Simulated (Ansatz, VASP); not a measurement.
GaGe in VASP and in Ansatz

Contents of INCAR:

```
SYSTEM = GaGe
PREC = Accurate ; ENCUT = 520
EDIFF = 1E-6 ; ISMEAR = -1
SIGMA = 0.05 ; LREAL = .False.
LASPH = .True. ; NELM = 60
ALGO = Normal ; ISIF = 2
LWAVE = .False. ; LCHARG = .True.
LELF = .True. ; LVHAR = .True.
NBANDS = 20
```

The input KPOINTS:

```
Automatic mesh
0
Gamma
  8 8 8
  0 0 0
```

POSCAR

```
GaGe
1.0
    0.0000000000      2.8586791449      2.8586791449
    2.8586791449      0.0000000000      2.8586791449
    2.8586791449      2.8586791449      0.0000000000
Ge Ga
1 1
Direct
    0.0000000000      0.0000000000      0.0000000000
    0.2500000000      0.2500000000      0.2500000000
```

File input.yaml:

```yaml
crystal:
  lattice:
    - [0.0, 2.8586791449, 2.8586791449]
    - [2.8586791449, 0.0, 2.8586791449]
    - [2.8586791449, 2.8586791449, 0.0]
  atoms:
    - { symbol: Ge, position: [0.0, 0.0, 0.0] }
    - { symbol: Ga, position: [0.25, 0.25, 0.25] }
kpoints:
  mp_grid: { grid: [8, 8, 8] }
scf:
  occupations: { method: fermi_dirac, width: 0.05 }
hamiltonian:
  xc: lda
  pseudopotentials: { kind: all_electron, lapw: { basis_error: 0.001 } }
output:
  forces: true
  stress: true
  eigenvalues: true
```

Change from the starting cell: volume scaled by 0.96.

Alike in both runs: task single point; functional LDA; k mesh 8 × 8 × 8; occupations fermi-dirac, width 0.05 eV; no spin polarisation.

|  | VASP | Ansatz |
| --- | --- | --- |
| version | VASP 6.6.1 | Ansatz 0.2.0 |
| potentials or method | VASP PAW LDA potentials, release 64 (Ge_d, Ga_d), cutoff 520 eV | all-electron LAPW, scalar-relativistic |

VASP gave:

| Property | Result |
| --- | --- |
| gap on the k mesh at the Fermi level (eV) | none |
| pressure (GPa) | -2.1 |

Problem. Estimate Ansatz's values.

Solution. gap on the k mesh at the Fermi level (eV): none; pressure (GPa): -2.2.

LDA's correlation is that of Perdew and Zunger in VASP and of Perdew and Wang (1992) in Ansatz. A gap of «none» marks a metal or a gap that the smearing closes. Ansatz ran all-electron here, and VASP with PAW potentials.
